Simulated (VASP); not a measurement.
# Ti11BO24 (a cell with a defect) (Rutile) in VASP: electric field gradients with PBE

Aim: the electric field gradients of Ti11BO24 (a cell with a defect) (Rutile) with PBE.

Everything below comes from runs of VASP 6.6.1. Logs are shortened: lines on timing, memory, paths and dates and some standing lists are left out, and cuts for length are marked.

## (1) The cell of the first run

The cell holds a defect, 36 atoms: a = 6.494 Å, b = 6.494 Å, c = 8.872 Å, α = 90.00°, β = 90.00°, γ = 90.00°.

## (2) Electric field gradients, PBE

File INCAR:

```
  PREC = Accurate
  ENCUT = 520
  EDIFF = 1E-8
  ISMEAR = -1
  SIGMA = 0.01
  LREAL = Auto
  LASPH = True
  NELM = 100
  ALGO = Normal
  ISIF = 2
  LWAVE = False
  LCHARG = False
  GGA = PE
  LEFG = True
  NELECT = 280.0
  NBANDS = 164
```

File KPOINTS:

```
Automatic mesh
0
Gamma
  3 3 2
```

File POSCAR:

```
Ti11BO24
1.0
    4.5922000000      4.5922000000      0.0000000000
   -4.5922000000      4.5922000000      0.0000000000
    0.0000000000      0.0000000000      8.8722000000
B Ti O
1 11 24
Direct
    0.0000000000      0.0000000000      0.0000000000
    0.0000000000      0.0000000000      0.3333333333
    0.0000000000      0.0000000000      0.6666666667
    0.5000000000      0.5000000000      0.0000000000
    0.5000000000      0.5000000000      0.3333333333
    0.5000000000      0.5000000000      0.6666666667
    0.5000000000      0.0000000000      0.1666666667
    0.5000000000      0.0000000000      0.5000000000
    0.5000000000      0.0000000000      0.8333333333
    0.0000000000      0.5000000000      0.1666666667
    0.0000000000      0.5000000000      0.5000000000
    0.0000000000      0.5000000000      0.8333333333
    0.3049600000      0.0000000000      0.0000000000
    0.3049600000      0.0000000000      0.3333333333
    0.3049600000      0.0000000000      0.6666666667
    0.8049600000      0.5000000000      0.0000000000
    0.8049600000      0.5000000000      0.3333333333
    0.8049600000      0.5000000000      0.6666666667
    0.5000000000      0.3049600000      0.1666666667
    0.5000000000      0.3049600000      0.5000000000
    0.5000000000      0.3049600000      0.8333333333
    0.0000000000      0.8049600000      0.1666666667
    0.0000000000      0.8049600000      0.5000000000
    0.0000000000      0.8049600000      0.8333333333
    0.6950400000      0.0000000000      0.0000000000
    0.6950400000      0.0000000000      0.3333333333
    0.6950400000      0.0000000000      0.6666666667
    0.1950400000      0.5000000000      0.0000000000
    0.1950400000      0.5000000000      0.3333333333
    0.1950400000      0.5000000000      0.6666666667
    0.5000000000      0.6950400000      0.1666666667
    0.5000000000      0.6950400000      0.5000000000
    0.5000000000      0.6950400000      0.8333333333
    0.0000000000      0.1950400000      0.1666666667
    0.0000000000      0.1950400000      0.5000000000
    0.0000000000      0.1950400000      0.8333333333
```

Potentials or basis: VASP PAW PBE potentials, release 64 (B, Ti_sv, O).

The run is started by

```
> cat potpaw_PBE.64/B/POTCAR potpaw_PBE.64/Ti_sv/POTCAR potpaw_PBE.64/O/POTCAR > POTCAR
> mpirun -np 1 vasp_std > vasp.out
```

OUTCAR:

```text
PREC = Accurate
   ENCUT = 520
   EDIFF = 1E-8
   ISMEAR = -1
   LREAL = Auto
   LASPH = True
   NELM = 100
   ISIF = 2
   GGA = PE
   NELECT = 280.0

 ion  position               nearest neighbor table
   1  0.000  0.000  0.000-  22 1.95  24 1.95  34 1.95  36 1.95  13 1.98  25 1.98
   2  0.000  0.000  0.333-  22 1.95  34 1.95  23 1.95  35 1.95  14 1.98  26 1.98
   3  0.000  0.000  0.667-  24 1.95  36 1.95  35 1.95  23 1.95  15 1.98  27 1.98
   4  0.500  0.500  0.000-  19 1.95  21 1.95  31 1.95  33 1.95  16 1.98  28 1.98
   5  0.500  0.500  0.333-  19 1.95  31 1.95  20 1.95  32 1.95  17 1.98  29 1.98
   6  0.500  0.500  0.667-  21 1.95  33 1.95  32 1.95  20 1.95  18 1.98  30 1.98
   7  0.500  0.000  0.167-  14 1.95  26 1.95  25 1.95  13 1.95  19 1.98  31 1.98
   8  0.500  0.000  0.500-  14 1.95  15 1.95  26 1.95  27 1.95  20 1.98  32 1.98
   9  0.500  0.000  0.833-  15 1.95  27 1.95  25 1.95  13 1.95  21 1.98  33 1.98
  10  0.000  0.500  0.167-  17 1.95  29 1.95  28 1.95  16 1.95  22 1.98  34 1.98
  11  0.000  0.500  0.500-  17 1.95  18 1.95  29 1.95  30 1.95  23 1.98  35 1.98
  12  0.000  0.500  0.833-  18 1.95  30 1.95  28 1.95  16 1.95  24 1.98  36 1.98
  13  0.305  0.000  0.000-   7 1.95   9 1.95   1 1.98
  14  0.305  0.000  0.333-   7 1.95   8 1.95   2 1.98
  15  0.305  0.000  0.667-   9 1.95   8 1.95   3 1.98
  16  0.805  0.500  0.000-  10 1.95  12 1.95   4 1.98
  17  0.805  0.500  0.333-  10 1.95  11 1.95   5 1.98
[... 17 lines left out ...]
  35  0.000  0.195  0.500-   2 1.95   3 1.95  11 1.98
  36  0.000  0.195  0.833-   3 1.95   1 1.95  12 1.98

  LATTYP: Found a simple tetragonal cell.
 ALAT       =     6.4943515211
 C/A-ratio  =     1.3661410183

  Lattice vectors:

 A1 = (   4.5922000000,   4.5922000000,   0.0000000000)
 A2 = (  -4.5922000000,   4.5922000000,   0.0000000000)
 A3 = (   0.0000000000,   0.0000000000,   8.8722000000)

Analysis of symmetry for initial positions (statically):
=====================================================================
 Subroutine PRICEL returns:
 Original cell was already a primitive cell.

 Routine SETGRP: Setting up the symmetry group for a
 simple tetragonal supercell.

 Subroutine GETGRP returns: Found  8 space group operations
 (whereof  8 operations were pure point group operations)
 out of a pool of 16 trial point group operations.

The static configuration has the point symmetry D_2h.

Analysis of symmetry for dynamics (positions and initial velocities):
=====================================================================
 Subroutine PRICEL returns:
 Original cell was already a primitive cell.

 Routine SETGRP: Setting up the symmetry group for a
 simple tetragonal supercell.

 Subroutine GETGRP returns: Found  8 space group operations
 (whereof  8 operations were pure point group operations)
 out of a pool of 16 trial point group operations.

The dynamic configuration has the point symmetry D_2h.

 Subroutine INISYM returns: Found  8 space group operations
 (whereof  8 operations are pure point group operations),
 and found     1 'primitive' translations

----------------------------------------------------------------------------------------

                                     Primitive cell

  volume of cell :     374.1992

  direct lattice vectors                    reciprocal lattice vectors
     4.592200000  4.592200000  0.000000000     0.108880275  0.108880275  0.000000000
    -4.592200000  4.592200000  0.000000000    -0.108880275  0.108880275  0.000000000
     0.000000000  0.000000000  8.872200000     0.000000000  0.000000000  0.112711616

  length of vectors
     6.494351521  6.494351521  8.872200000     0.153979962  0.153979962  0.112711616

  position of ions in fractional coordinates (direct lattice)
     0.000000000  0.000000000  0.000000000
     0.000000000  0.000000000  0.333333333
     0.000000000  0.000000000  0.666666667
     0.500000000  0.500000000  0.000000000
     0.500000000  0.500000000  0.333333333
     0.500000000  0.500000000  0.666666667
[... 28 lines left out ...]
     0.000000000  0.195040000  0.500000000
     0.000000000  0.195040000  0.833333333

  ion indices of the primitive-cell ions
[... 99 lines left out ...]
   ISYM   =      2    0-nonsym 1-usesym 2-fastsym
   POTIM  = 0.5000    time-step for ionic-motion
   TEBEG  =    0.0;   TEEND  =   0.0 temperature during run
   PSTRESS=    0.0 pullay stress
   NELECT =     280.0000    total number of electrons
   NUPDOWN=      -1.0000    fix difference up-down
   EMIN   =  10.00;   EMAX   =-10.00  energy-range for DOS
   EFERMI =   0.00;   METHOD = LEGACY
   ISMEAR =    -1;   SIGMA  =   0.01  broadening in eV -4-tet -1-fermi 0-gaus
   EFERMI_NEDOS =   21; number of points for ismear=-14 and -15
   IALGO  =     38    algorithm
   IMIX   =      4    mixing-type and parameters
     AMIX     =   0.40;   BMIX     =  1.00
     AMIX_MAG =   1.60;   BMIX_MAG =  1.00
  volume/ion in A,a.u.               =      10.39        70.15
  Fermi-wavevector in a.u.,A,eV,Ry     =   1.486255  2.808614 30.054626  2.208953
  Thomas-Fermi vector in A             =   2.599564
   LORBIT       =      0    0 simple, 1 ext, 2 COOP (PROOUT), +10 PAW based schemes
   GGA     = PE    functional components
   LHFCALC =     F    Hartree Fock is set to
   AEXX    =    0.0000 exact exchange contribution
   IVDW    =     0    specifies the selected vdW correction
   LEPSILON=     F    determine dielectric tensor
   LRPA    =     F    only Hartree local field effects (RPA)
 non-spin polarized calculation
  energy-cutoff  :      520.00
  volume of cell :      374.20
 maximum number of plane-waves:     10086
   NGX = 25   NGY = 25   NGZ = 33

 number of electron     279.9999973 magnetization

 Free energy of the ion-electron system (eV)
  ---------------------------------------------------
  ext. energy  EPLUGINS =         0.00000000
  ---------------------------------------------------
  free energy    TOTEN  =      -306.73032051 eV

  energy without entropy =     -306.73032051  energy(sigma->0) =     -306.73032051

 E-fermi :   4.8980     XC(G=0): -11.3467

 val. band max:        4.6273069573   @ k =   0.0000   0.0000   0.0000
 cond. band min:       6.3136895476   @ k =   0.0000   0.0000   0.0000
 fundamental gap:      1.6863825903
 Fermi energy:         4.8979879616

 k-point     1 :       0.0000    0.0000    0.0000
  band No.  band energies     occupation
      1     -52.5139      2.00000
      2     -52.5000      2.00000
      3     -52.4902      2.00000
      4     -52.4388      2.00000
      5     -52.4271      2.00000
      6     -52.2784      2.00000
[... 1229 lines left out ...]
    151       7.2121      0.00000
    152       7.3034      0.00000
 [bands above 152 left out]

------------------------ aborting loop because EDIFF is reached ----------------------------------------

  FORCE on cell =-STRESS in cart. coord.  units (eV):
  Direction    XX          YY          ZZ          XY          YZ          ZX
  --------------------------------------------------------------------------------------
  -------------------------------------------------------------------------------------
  Total       15.5276538     15.5276538      8.4150502      0.0480289      0.0000000      0.0000000
  in kB       66.4834447     66.4834447     36.0300103      0.2056413      0.0000000      0.0000000
  external PRESSURE =      56.3322999 kB  Pullay stress =       0.0000000 kB

 VOLUME and BASIS-vectors are now :
 -----------------------------------------------------------------------------
  energy-cutoff  :      520.00
  volume of cell :      374.20
      direct lattice vectors                 reciprocal lattice vectors
     4.592200000  4.592200000  0.000000000     0.108880275  0.108880275  0.000000000
    -4.592200000  4.592200000  0.000000000    -0.108880275  0.108880275  0.000000000
     0.000000000  0.000000000  8.872200000     0.000000000  0.000000000  0.112711616

 POSITION                                       TOTAL-FORCE (eV/Angst)
 -----------------------------------------------------------------------------------
      0.00000      0.00000      0.00000         0.000000     -0.000000      0.000000
      0.00000      0.00000      2.95740        -0.000000     -0.000000     -1.430061
      0.00000      0.00000      5.91480         0.000000     -0.000000      1.430061
      0.00000      4.59220      0.00000         0.000000     -0.000000      0.000000
      0.00000      4.59220      2.95740         0.000000     -0.000000     -0.325634
      0.00000      4.59220      5.91480         0.000000     -0.000000      0.325634
[... 28 lines left out ...]
     -0.89566      0.89566      4.43610        -0.278846      0.278846      0.000000
     -0.89566      0.89566      7.39350         0.734835     -0.734835      1.406519
 -----------------------------------------------------------------------------------
    total drift:                               -0.000000      0.000000     -0.000000

  FREE ENERGIE OF THE ION-ELECTRON SYSTEM (eV)
  ---------------------------------------------------
  free  energy   TOTEN  =      -306.7303205144 eV

  energy  without entropy=     -306.7303205144  energy(sigma->0) =     -306.73032051

 Electric field gradients (V/A^2)
---------------------------------------------------------------------
 ion       V_xx      V_yy      V_zz      V_xy      V_xz      V_yz
---------------------------------------------------------------------
   1       0.433     0.433    -0.867     2.795    -0.000    -0.000
   2      14.219    14.219   -28.438     2.236    -0.000    -0.000
   3      14.219    14.219   -28.438     2.236    -0.000    -0.000
   4       9.970     9.970   -19.939     2.524    -0.000     0.000
   5      10.969    10.969   -21.938     3.545    -0.000     0.000
   6      10.969    10.969   -21.938     3.545    -0.000     0.000
[... 28 lines left out ...]
  35       0.658     0.658    -1.317   -23.089     0.000    -0.000
  36     -18.147   -18.147    36.294   -34.124    30.813   -30.813
---------------------------------------------------------------------

 Electric field gradients after diagonalization (V/A^2)
 (convention: |V_zz| > |V_xx| > |V_yy|)
----------------------------------------------------------------------
 ion       V_xx      V_yy      V_zz     asymmetry (V_yy - V_xx)/ V_zz
----------------------------------------------------------------------
   1      -2.362    -0.867     3.229       0.463
   2      16.455    11.983   -28.438       0.157
   3      16.455    11.983   -28.438       0.157
   4      12.493     7.446   -19.939       0.253
   5      14.514     7.425   -21.938       0.323
   6      14.514     7.425   -21.938       0.323
[... 28 lines left out ...]
  35     -22.430    -1.317    23.747       0.889
  36     -52.271   -18.610    70.881       0.475
----------------------------------------------------------------------

           NMR quadrupolar parameters

 Cq : quadrupolar parameter    Cq=e*Q*V_zz/h
 eta: asymmetry parameters     (V_yy - V_xx)/ V_zz
 Q  : nuclear electric quadrupole moment in mb (millibarn)
----------------------------------------------------------------------
 ion       Cq(MHz)       eta       Q (mb)
----------------------------------------------------------------------
   1       0.008       0.463       1.000
   2      -0.069       0.157       1.000
   3      -0.069       0.157       1.000
   4      -0.048       0.253       1.000
   5      -0.053       0.323       1.000
   6      -0.053       0.323       1.000
[... 28 lines left out ...]
  35       0.057       0.889       1.000
  36       0.171       0.475       1.000
----------------------------------------------------------------------
```

Wall time 9.2 min (1 thread of Intel Xeon 6975P-C (Granite Rapids), shared host); peak memory 0.58 GiB.

What came out:

```
Free energy   : -306.7303 eV
Largest force : 1.749 eV/Å
```

Forces in eV/Å, atoms in the order of the input:
```
B    0.000  0.000  0.000
Ti   0.000  0.000 -1.430
Ti   0.000  0.000  1.430
Ti   0.000  0.000  0.000
Ti   0.000  0.000 -0.326
Ti   0.000  0.000  0.326
Ti   0.000  0.000 -0.930
Ti   0.000  0.000  0.000
Ti   0.000  0.000  0.930
Ti   0.000  0.000 -0.725
Ti   0.000  0.000  0.000
Ti   0.000  0.000  0.725
O   -1.078 -1.078  0.000
O    0.006  0.006  0.301
O    0.006  0.006 -0.301
O   -0.220 -0.220  0.000
O   -0.190 -0.190  0.257
O   -0.190 -0.190 -0.257
O   -0.104  0.104  0.180
O    0.055 -0.055  0.000
O   -0.104  0.104 -0.180
O   -0.735  0.735 -1.407
O    0.279 -0.279  0.000
O   -0.735  0.735  1.407
O    1.078  1.078  0.000
O   -0.006 -0.006  0.301
O   -0.006 -0.006 -0.301
O    0.220  0.220  0.000
O    0.190  0.190  0.257
O    0.190  0.190 -0.257
O    0.104 -0.104  0.180
O   -0.055  0.055  0.000
O    0.104 -0.104 -0.180
O    0.735 -0.735 -1.407
O   -0.279  0.279  0.000
O    0.735 -0.735  1.407
```

Levels at points of the mesh, in eV from the Fermi level:
```tsv
k point	band 137	band 138	band 139	band 140	band 141	band 142	band 143	band 144
(0.00, 0.00, 0.00)	-1.05	-0.72	-0.68	-0.27	1.42	1.48	1.58	1.88
(0.00, 0.00, 0.50)	-0.94	-0.83	-0.57	-0.33	1.82	1.87	1.87	1.90
```

Electric field gradients, principal values (V/Å²):
| atom | least | middle | greatest (by size) |
| --- | --- | --- | --- |
| 1 B | -0.867 | -2.362 | 3.229 |
| 2 Ti | 11.983 | 16.455 | -28.438 |
| 3 Ti | 11.983 | 16.455 | -28.438 |
| 4 Ti | 7.446 | 12.493 | -19.939 |
| 5 Ti | 7.425 | 14.514 | -21.938 |
| 6 Ti | 7.425 | 14.514 | -21.938 |
| 7 Ti | 3.968 | 18.221 | -22.189 |
| 8 Ti | 6.454 | 17.805 | -24.260 |
| 9 Ti | 3.968 | 18.221 | -22.189 |
| 10 Ti | 2.758 | 12.025 | -14.783 |
| 11 Ti | 7.685 | 14.376 | -22.062 |
| 12 Ti | 2.758 | 12.025 | -14.783 |
| 13 O | -27.218 | -47.113 | 74.331 |
| 14 O | -2.083 | -20.193 | 22.276 |
| 15 O | -2.083 | -20.193 | 22.276 |
| 16 O | 0.353 | 23.856 | -24.209 |
| 17 O | -0.813 | -23.279 | 24.092 |
| 18 O | -0.813 | -23.279 | 24.092 |
| 19 O | -0.467 | -22.638 | 23.105 |
| 20 O | -0.935 | -22.087 | 23.022 |
| 21 O | -0.467 | -22.638 | 23.105 |
| 22 O | -18.610 | -52.271 | 70.881 |
| 23 O | -1.317 | -22.430 | 23.747 |
| 24 O | -18.610 | -52.271 | 70.881 |
| 25 O | -27.218 | -47.113 | 74.331 |
| 26 O | -2.083 | -20.193 | 22.276 |
| 27 O | -2.083 | -20.193 | 22.276 |
| 28 O | 0.353 | 23.856 | -24.209 |
| 29 O | -0.813 | -23.279 | 24.092 |
| 30 O | -0.813 | -23.279 | 24.092 |
| 31 O | -0.467 | -22.638 | 23.105 |
| 32 O | -0.935 | -22.087 | 23.022 |
| 33 O | -0.467 | -22.638 | 23.105 |
| 34 O | -18.610 | -52.271 | 70.881 |
| 35 O | -1.317 | -22.430 | 23.747 |
| 36 O | -18.610 | -52.271 | 70.881 |

Caveat: the cell carries a net charge on a neutralising background, which shifts energy and pressure; the cell is charged against a uniform background, so pressure and absolute levels hang on convention; without QUAD_EFG the Cq values of the log hold for a quadrupole moment of 1 mb, not for the nuclei.
